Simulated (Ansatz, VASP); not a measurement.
**One calculation of Ir, two programs**

```
Ir
1.0
     0.00000    1.93528    1.93528
     1.93528    0.00000    1.93528
     1.93528    1.93528    0.00000
Ir
1
Direct
  0.00000 0.00000 0.00000
```

Alike in both runs: functional PBE; k mesh 18 × 18 × 18; occupations gaussian, width 0.1 eV; no spin polarisation.

Ansatz relaxed the structure, and its values are those at the end. VASP's run is a single point on that final structure, the one shown.

|  | VASP | Ansatz |
| --- | --- | --- |
| version | VASP 6.6.1 | Ansatz 0.2.0 |
| potentials or method | VASP PAW PBE potentials, release 64 (Ir), cutoff 520 eV | scalar-relativistic, plane waves, PAW |
| valence electrons in the cell | 9 | 17 |

|  | VASP | Ansatz | Ansatz less VASP |
| --- | --- | --- | --- |
| gap on the k mesh at the Fermi level (eV) | none | none | - |
| pressure (GPa) | 0.5 | 0.0 | -0.50 |

A gap of «none» marks a metal or a gap that the smearing closes. The functional is the same, so the differences come from potentials, cutoffs and numerics. VASP's potentials hold 9 valence electrons a cell and Ansatz's 17, so a difference there can come from the potentials and not from the codes.

Neither program's run includes spin-orbit coupling.
